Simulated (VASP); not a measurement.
# Ta (I4/mmm) in VASP: notebook

The runs below take Ta through single point, with PBE.

All numbers are computed with VASP 6.6.1; they aren't measurements. Logs are shortened: lines on timing, memory, paths and dates and some standing lists are left out, and cuts for length are marked.

### 1 The cell of the first run

It takes space group I4/mmm (No. 139, tetragonal). Conventional cell: a = 3.348 Å, b = 3.348 Å, c = 3.214 Å, α = 90.00°, β = 90.00°, γ = 90.00°. Ta (site symmetry 4/mmm) has 14 Ta at 2.86 to 3.35 Å within 3.8 Å.

### 2 Single point, PBE

File INCAR:

```
ALGO = Fast
EDIFF = 1E-6
ENCUT = 520
GGA = PE
ISIF = 2
ISMEAR = 0
LASPH = T
LCHARG = F
LREAL = F
LWAVE = F
NBANDS = 12
NELM = 60
PREC = Accurate
SIGMA = 0.15
```

File KPOINTS:

```
k-points
0
Gamma
  22 22 22
```

File POSCAR:

```
Ta
1.0
   -1.6739030852      1.6739030852      1.6069469618
    1.6739030852     -1.6739030852      1.6069469618
    1.6739030852      1.6739030852     -1.6069469618
Ta
1
Direct
    0.0000000000      0.0000000000      0.0000000000
```

Potentials or basis: VASP PAW PBE potentials, release 64 (Ta_pv).

Run with:

```console
$ cat potpaw_PBE.64/Ta_pv/POTCAR > POTCAR
$ mpirun -np 1 vasp_std > vasp.out
```

OUTCAR:

```text
EDIFF = 1E-6
   ENCUT = 520
   GGA = PE
   ISIF = 2
   ISMEAR = 0
   LASPH = T
   LREAL = F
   NELM = 60
   PREC = Accurate

 ion  position               nearest neighbor table
   1  0.000  0.000  0.000-

  LATTYP: Found a body centered tetragonal cell.
 ALAT       =     3.3478061704
 C/A-ratio  =     0.9600000000

  Lattice vectors:

 A1 = (  -1.6739030852,   1.6739030852,   1.6069469618)
 A2 = (   1.6739030852,  -1.6739030852,   1.6069469618)
 A3 = (   1.6739030852,   1.6739030852,  -1.6069469618)

Analysis of symmetry for initial positions (statically):
=====================================================================
 Subroutine PRICEL returns:
 Original cell was already a primitive cell.

 Routine SETGRP: Setting up the symmetry group for a
 body centered tetragonal supercell.

 Subroutine GETGRP returns: Found 16 space group operations
 (whereof 16 operations were pure point group operations)
 out of a pool of 16 trial point group operations.

The static configuration has the point symmetry D_4h.

Analysis of symmetry for dynamics (positions and initial velocities):
=====================================================================
 Subroutine PRICEL returns:
 Original cell was already a primitive cell.

 Routine SETGRP: Setting up the symmetry group for a
 body centered tetragonal supercell.

 Subroutine GETGRP returns: Found 16 space group operations
 (whereof 16 operations were pure point group operations)
 out of a pool of 16 trial point group operations.

The dynamic configuration has the point symmetry D_4h.

 Subroutine INISYM returns: Found 16 space group operations
 (whereof 16 operations are pure point group operations),
 and found     1 'primitive' translations

----------------------------------------------------------------------------------------

                                     Primitive cell

  volume of cell :      18.0104

  direct lattice vectors                    reciprocal lattice vectors
    -1.673903085  1.673903085  1.606946962     0.000000000  0.298703076  0.311149037
     1.673903085 -1.673903085  1.606946962     0.298703076  0.000000000  0.311149037
     1.673903085  1.673903085 -1.606946962     0.298703076  0.298703076  0.000000000

  length of vectors
     2.861150401  2.861150401  2.861150401     0.431320358  0.431320358  0.422429941

  position of ions in fractional coordinates (direct lattice)
     0.000000000  0.000000000  0.000000000

  ion indices of the primitive-cell ions
   primitive index   ion index
                 1           1

----------------------------------------------------------------------------------------

 KPOINTS: k-points

Automatic generation of k-mesh.
 Grid dimensions read from file:
 generate k-points for:   22   22   22

 Generating k-lattice:

  Cartesian coordinates                     Fractional coordinates (reciprocal lattice)
     0.000000000  0.013577413  0.014143138     0.045454545  0.000000000  0.000000000
     0.013577413  0.000000000  0.014143138     0.000000000  0.045454545  0.000000000
     0.013577413  0.013577413  0.000000000     0.000000000  0.000000000  0.045454545

  Length of vectors
     0.019605471  0.019605471  0.019201361

  Shift w.r.t. Gamma in fractional coordinates (k-lattice)
     0.000000000  0.000000000  0.000000000

 Subroutine IBZKPT returns following result:
 ===========================================

 Found    834 irreducible k-points:

 Following reciprocal coordinates:
            Coordinates               Weight
  0.000000  0.000000  0.000000      1.000000
  0.045455  0.000000 -0.000000      8.000000
  0.090909  0.000000 -0.000000      8.000000
  0.136364  0.000000 -0.000000      8.000000
  0.181818  0.000000  0.000000      8.000000
  0.227273  0.000000  0.000000      8.000000
[... 16 lines left out ...]
  0.500000  0.045455 -0.000000     16.000000
 -0.454545  0.045455  0.000000     16.000000
 [... further k-points ...]
   k-points           NKPTS =    834   k-points in BZ     NKDIM =    834   number of bands    NBANDS=     12
   number of dos      NEDOS =    301   number of ions     NIONS =      1
   total plane-waves  NPLWV =  13824
   dimension x,y,z NGX =    24 NGY =   24 NGZ =   24
   dimension x,y,z NGXF=    48 NGYF=   48 NGZF=   48
   ions per type =               1
   NGX,Y,Z   is equivalent  to a cutoff of  13.95, 13.95, 13.95 a.u.
   NGXF,Y,Z  is equivalent  to a cutoff of  27.89, 27.89, 27.89 a.u.
 SYSTEM =  unknown system
   PREC   = accura    normal or accurate (medium, high low for compatibility)
   ISTART =      0    job   : 0-new  1-cont  2-samecut
   ICHARG =      2    charge: 1-file 2-atom 10-const
   ISPIN  =      1    spin polarized calculation?
   LNONCOLLINEAR =      F non collinear calculations
   LSORBIT =      F    spin-orbit coupling
   LASPH  =      T    aspherical Exc in radial PAW
   ENCUT  =  520.0 eV  38.22 Ry    6.18 a.u.   5.32  5.32  5.32*2*pi/ulx,y,z
   NELM   =     60;   NELMIN=  2; NELMDL= -5     # of ELM steps
   EDIFF  = 0.1E-05   stopping-criterion for ELM
   LREAL  =      F    real-space projection
   EDIFFG = 0.1E-04   stopping-criterion for IOM
   NSW    =      0    number of steps for IOM
   IBRION =     -1    ionic relax: 0-MD 1-quasi-New 2-CG
   NFREE  =      0    steps in history (QN), initial steepest desc. (CG)
   ISIF   =      2    stress and relaxation
   ISYM   =      2    0-nonsym 1-usesym 2-fastsym
   POTIM  = 0.5000    time-step for ionic-motion
   TEBEG  =    0.0;   TEEND  =   0.0 temperature during run
   PSTRESS=    0.0 pullay stress
   NELECT =      11.0000    total number of electrons
   NUPDOWN=      -1.0000    fix difference up-down
   EMIN   =  10.00;   EMAX   =-10.00  energy-range for DOS
   EFERMI =   0.00;   METHOD = LEGACY
   ISMEAR =     0;   SIGMA  =   0.15  broadening in eV -4-tet -1-fermi 0-gaus
   EFERMI_NEDOS =   21; number of points for ismear=-14 and -15
   IALGO  =     68    algorithm
   IMIX   =      4    mixing-type and parameters
     AMIX     =   0.40;   BMIX     =  1.00
     AMIX_MAG =   1.60;   BMIX_MAG =  1.00
  volume/ion in A,a.u.               =      18.01       121.54
  Fermi-wavevector in a.u.,A,eV,Ry     =   1.388988  2.624806 26.249534  1.929286
  Thomas-Fermi vector in A             =   2.513061
   LORBIT       =      0    0 simple, 1 ext, 2 COOP (PROOUT), +10 PAW based schemes
   GGA     = PE    functional components
   LHFCALC =     F    Hartree Fock is set to
   AEXX    =    0.0000 exact exchange contribution
   IVDW    =     0    specifies the selected vdW correction
   LEPSILON=     F    determine dielectric tensor
   LRPA    =     F    only Hartree local field effects (RPA)
 non-spin polarized calculation
 RMM-DIIS sequential band-by-band and
 Gauss-broadening in eV      SIGMA  =   0.15
  energy-cutoff  :      520.00
  volume of cell :       18.01
 maximum number of plane-waves:       498
 NGX is ok and might be reduce to    24
   NGX = 11   NGY = 11   NGZ = 11

 number of electron      11.0000000 magnetization

 Free energy of the ion-electron system (eV)
  ---------------------------------------------------
  ext. energy  EPLUGINS =         0.00000000
  ---------------------------------------------------
  free energy    TOTEN  =       -11.81025802 eV

  energy without entropy =      -11.79522136  energy(sigma->0) =      -11.80273969

 E-fermi :   5.4916     XC(G=0): -12.6182

 val. band max:        5.4842922547   @ k =  -0.4091   0.0909  -0.0000
 cond. band min:       5.4917989236   @ k =  -0.1364   0.5000   0.1364
 fundamental gap:      0.0075066689
 Fermi energy:         5.4915952578

 k-point     1 :       0.0000    0.0000    0.0000
  band No.  band energies     occupation
      1     -27.5875      2.00000
      2     -27.5875      2.00000
      3     -27.5772      2.00000
      4      -2.4295      2.00000
      5       5.8848      0.00021
      6       6.4157      0.00000
      7       6.4157      0.00000
      8       9.1117      0.00000
      9       9.8447      0.00000
     10      20.2634      0.00000
     11      20.2634      0.00000
     12      21.0264      0.00000

 k-point     2 :       0.0455    0.0000   -0.0000
  band No.  band energies     occupation
      1     -27.6090      2.00000
      2     -27.5957      2.00000
      3     -27.5821      2.00000
      4      -2.3351      2.00000
      5       5.8936      0.00015
      6       6.3937      0.00000
      7       6.4331      0.00000
      8       9.0951      0.00000
      9       9.7621      0.00000
     10      20.4319      0.00000
     11      20.4354      0.00000
     12      21.1872      0.00000

 k-point     3 :       0.0909    0.0000   -0.0000
  band No.  band energies     occupation
      1     -27.6834      2.00000
      2     -27.6195      2.00000
      3     -27.5842      2.00000
      4      -2.0583      2.00000
      5       5.8214      0.00188
      6       6.3116      0.00000
      7       6.5940      0.00000
      8       9.0390      0.00000
      9       9.5930      0.00000
     10      20.8154      0.00000
     11      20.9249      0.00000
     12      21.6960      0.00000
[... 286 lines left out ...]
 k-point    23 :       0.5000    0.0455   -0.0000
  band No.  band energies     occupation
      1     -28.7405      2.00000
      2     -27.9820      2.00000
      3     -27.6167      2.00000
      4       1.1877      2.00000
      5       3.8051      2.00000
      6       6.9893      0.00000
      7       9.4609      0.00000
      8      10.6818      0.00000
      9      13.3086      0.00000
     10      17.2073      0.00000
     11      17.6198      0.00000
     12      22.0172      0.00000

 k-point    24 :      -0.4545    0.0455    0.0000
  band No.  band energies     occupation
      1     -28.6974      2.00000
      2     -27.9665      2.00000
      3     -27.6150      2.00000
      4       1.1808      2.00000
      5       3.8806      2.00000
      6       6.5645      0.00000
      7       9.5284      0.00000
      8      10.5031      0.00000
      9      12.7604      0.00000
     10      17.5383      0.00000
     11      18.1597      0.00000
     12      20.1945      0.00000

 [... further k-points ...]

------------------------ aborting loop because EDIFF is reached ----------------------------------------

  FORCE on cell =-STRESS in cart. coord.  units (eV):
  Direction    XX          YY          ZZ          XY          YZ          ZX
  --------------------------------------------------------------------------------------
  -------------------------------------------------------------------------------------
  Total        0.2198628      0.2198628      0.6989943      0.0000000      0.0000000      0.0000000
  in kB       19.5587072     19.5587072     62.1816232      0.0000000      0.0000000      0.0000000
  external PRESSURE =      33.7663458 kB  Pullay stress =       0.0000000 kB

 VOLUME and BASIS-vectors are now :
 -----------------------------------------------------------------------------
  energy-cutoff  :      520.00
  volume of cell :       18.01
      direct lattice vectors                 reciprocal lattice vectors
    -1.673903085  1.673903085  1.606946962     0.000000000  0.298703076  0.311149037
     1.673903085 -1.673903085  1.606946962     0.298703076  0.000000000  0.311149037
     1.673903085  1.673903085 -1.606946962     0.298703076  0.298703076  0.000000000

 POSITION                                       TOTAL-FORCE (eV/Angst)
 -----------------------------------------------------------------------------------
      0.00000      0.00000      0.00000        -0.000000      0.000000      0.000000
 -----------------------------------------------------------------------------------
    total drift:                                0.000000      0.000000      0.000000

  FREE ENERGIE OF THE ION-ELECTRON SYSTEM (eV)
  ---------------------------------------------------
  free  energy   TOTEN  =       -11.8102580166 eV

  energy  without entropy=      -11.7952213616  energy(sigma->0) =      -11.80273969
```

It took 94 s on 1 thread of Intel Xeon 6975P-C, shared host; peak memory 0.28 GiB.

Results:

```yaml
Free_energy: -11.8103 eV
Pressure: 3.4 GPa
```

Caveat: spin-orbit coupling is left out, which moves the levels of the heavy elements.

### 3 Single point, PBE

File INCAR:

```
SYSTEM = Ta
PREC = Accurate
ENCUT = 520
EDIFF = 1E-6
ISMEAR = 0
SIGMA = 0.15
LREAL = .FALSE.
LASPH = .TRUE.
NELM = 60
ALGO = Fast
ISIF = 2
LWAVE = .FALSE.
LCHARG = .FALSE.
GGA = PE
NBANDS = 12
```

File KPOINTS:

```
Automatic mesh
0
G
  22 22 22
  0 0 0
```

File POSCAR:

```
Ta
1.0
   -1.6246417935      1.6246417935      1.7058738831
    1.6246417935     -1.6246417935      1.7058738831
    1.6246417935      1.6246417935     -1.7058738831
Ta
1
Direct
    0.0000000000      0.0000000000      0.0000000000
```

Potentials or basis: VASP PAW PBE potentials, release 64 (Ta_pv).

Run with:

```console
$ cat potpaw_PBE.64/Ta_pv/POTCAR > POTCAR
$ mpirun -np 1 vasp_std > vasp.out
```

It took 88 s on 1 thread of Intel Xeon 6975P-C, shared host; peak memory 0.29 GiB.

Results (log left out):

```yaml
Free_energy: -11.8075 eV
Pressure: 3.5 GPa
```

Stress tensor (GPa, compression positive):
```
5.15 0.00 0.00
0.00 5.15 0.00
0.00 0.00 0.07
```

Levels at points of the mesh, in eV from the Fermi level:
```
           k point  band 4  band 5  band 6  band 7  band 8  band 9
(0.00, 0.00, 0.00)   -7.92    0.55    0.55    1.15    3.56    4.38
(0.50, 0.00, 0.00)   -4.39   -1.32    1.47    3.46    4.93    7.71
(0.50, 0.50, 0.00)   -4.37   -1.95    1.82    4.43    5.20    7.87
(0.50, 0.50, 0.50)   -3.89   -3.73    6.70    6.90    6.90    7.83
```

Caveat: spin-orbit coupling is left out, which moves the levels of the heavy elements.
